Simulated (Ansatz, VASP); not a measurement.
## Ge5F in VASP and in Ansatz

Contents of INCAR:

```
SYSTEM = Ge5F
  PREC = Accurate
  ENCUT = 600
  EDIFF = 1E-6
  ISMEAR = 0
  SIGMA = 0.1
  LREAL = .FALSE.
  LASPH = .TRUE.
  NELM = 100
  ALGO = Normal
  ISIF = 3
  LWAVE = .FALSE.
  LCHARG = .FALSE.
  GGA = PE
  IBRION = 2
  NSW = 90
  EDIFFG = -0.04
```

The input KPOINTS:

```
Automatic mesh
0
G
  6 6 4
  0 0 0
```

File POSCAR:

```
Ge5F
1.0
    4.6959349600      0.0000000000      0.0000000000
   -2.3479674800      4.0667989700      0.0000000000
    0.0000000000      0.0000000000      7.0005176500
Ge F
5 1
Direct
    0.3333333300      0.6666666700      0.3328477000
    0.6666666700      0.3333333300      0.3328477000
    0.6666666700      0.3333333300      0.6671523000
    0.3333333300      0.6666666700      0.6671523000
    0.0000000000      0.0000000000      0.5000000000
    0.0000000000      0.0000000000      0.0000000000
```

Input for Ansatz:

```yaml
crystal:
  lattice:
    - [4.69593496, 0.0, 0.0]
    - [-2.34796748, 4.06679897, 0.0]
    - [0.0, 0.0, 7.00051765]
  atoms:
    - { symbol: Ge, position: [0.33333333, 0.66666667, 0.3328477] }
    - { symbol: Ge, position: [0.66666667, 0.33333333, 0.3328477] }
    - { symbol: Ge, position: [0.66666667, 0.33333333, 0.6671523] }
    - { symbol: Ge, position: [0.33333333, 0.66666667, 0.6671523] }
    - { symbol: Ge, position: [0.0, 0.0, 0.5] }
    - { symbol: F, position: [0.0, 0.0, 0.0] }
basis:
  ecutwfc: 420
kpoints:
  mp_grid: { grid: [6, 6, 4] }
hamiltonian:
  xc: pbe
scf:
  occupations: { method: gaussian, width: 0.1 }
  lower_state_search: "off"
output:
  forces: true
  stress: true
  eigenvalues: true
relax:
  adjacent_minimum: "off"
  f_tol: 0.04
  max_steps: 70
  cell: { stress_tol: 0.4 }
```

Alike in both runs: task relaxation of cell and atoms; functional PBE; k mesh 6 × 6 × 4; occupations gaussian, width 0.1 eV; no spin polarisation.

|  | VASP | Ansatz |
| --- | --- | --- |
| version | VASP 6.6.1 | Ansatz 0.2.0 |
| potentials or method | VASP PAW PBE potentials, release 64 (Ge_d, F), cutoff 600 eV | scalar-relativistic, plane waves, PAW |
| valence electrons in the cell | 77 | 77 |

```csv
,VASP,Ansatz,Ansatz less VASP
"gap on the k mesh at the Fermi level, each at its own relaxed structure (eV)",none,none,-
relaxed volume (Å³/atom),17.41,17.34,-0.076
relaxed length of the cell vector where the two differ most in proportion (Å),5.586,5.577,-0.0092
```

A gap of «none» marks a metal or a gap that the smearing closes.

Noted on VASP's run: the volume moved by over 15 % at a fixed basis, so the end points are rough.
